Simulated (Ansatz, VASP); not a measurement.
# HfO2: VASP beside Ansatz

INCAR

```
ALGO     = Normal         # electronic algorithm
EDIFF    = 1E-6           # SCF threshold, eV
ENCUT    = 520            # plane-wave cutoff, eV
GGA      = PS             # functional
ISIF     = 2              # what is computed and relaxed
ISMEAR   = -1             # smearing method
LASPH    = True           # aspherical terms in the spheres
LCHARG   = True           # write CHGCAR
LDAU     = True           # DFT+U
LDAUJ    = 0 0          
LDAUL    = 2 -1           # shell
LDAUPRINT= 1            
LDAUTYPE = 2            
LDAUU    = 2 0            # U, eV
LELF     = True           # ELF
LMAXMIX  = 4              # l up to which the mixer works
LREAL    = False          # projectors in reciprocal space
LVHAR    = True         
LWAVE    = False          # write WAVECAR
NBANDS   = 18             # bands
NELM     = 150            # most SCF steps
PREC     = Accurate       # precision mode
SIGMA    = 0.05           # smearing width, eV
```

File KPOINTS:

```
k-points
0
Gamma
  9 9 9
```

The input POSCAR:

```
HfO2
1.0
    0.0000000000      2.5575000000      2.5575000000
    2.5575000000      0.0000000000      2.5575000000
    2.5575000000      2.5575000000      0.0000000000
Hf O
1 2
Direct
    0.0000000000      0.0000000000      0.0000000000
    0.7500000000      0.7500000000      0.7500000000
    0.2500000000      0.2500000000      0.2500000000
```

input.yaml

```yaml
crystal:
  lattice:
    - [0.0, 2.5575, 2.5575]
    - [2.5575, 0.0, 2.5575]
    - [2.5575, 2.5575, 0.0]
  atoms:
    - { symbol: Hf, position: [0.0, 0.0, 0.0] }
    - { symbol: O, position: [0.75, 0.75, 0.75] }
    - { symbol: O, position: [0.25, 0.25, 0.25] }
kpoints:
  mp_grid: { grid: [9, 9, 9] }
scf:
  occupations: { method: fermi_dirac, width: 0.05 }
hamiltonian:
  xc: pbesol
  pseudopotentials: { kind: all_electron, lapw: { basis_error: 0.002 } }
  hubbard:
    sites: [{ species: Hf, l: d, u_eff: 2 }]
    double_counting: fll
    projectors: ortho-atomic
output:
  forces: true
  stress: true
  eigenvalues: true
  dos: { projected: false, de: 0.2, e_range: [-14, 6] }
  hubbard: {}
```

Alike in both runs: functional PBEsol; k mesh 9 × 9 × 9; occupations fermi-dirac, width 0.05 eV; no spin polarisation; Hubbard terms Hf d U = 2.0 eV.

```csv
,VASP,Ansatz
version,VASP 6.6.1,Ansatz 0.2.0
potentials or method,"VASP PAW PBE potentials, release 64 (Hf_pv, O), cutoff 520 eV","all-electron LAPW, scalar-relativistic"
task,single point,density of states
```

VASP gave:

| Item | Value |
| --- | --- |
| gap on the k mesh at the Fermi level (eV) | 3.96 |
| least direct gap on the mesh (eV) | 4.08 |
| pressure (GPa) | -8.2 |

Question: Estimate Ansatz's values.

Answer: gap on the k mesh at the Fermi level (eV): 4.02; least direct gap on the mesh (eV): 4.14; pressure (GPa): -7.4.

VASP's potentials were made for PBE, not for PBEsol. The programs project onto different local orbitals, so the same U acts differently, and such runs can settle in different states. Ansatz ran all-electron here, and VASP with PAW potentials.

Spin-orbit coupling is off throughout. Noted on Ansatz's run: U is the effective U less J, on atomic orbitals that reach past the spheres.
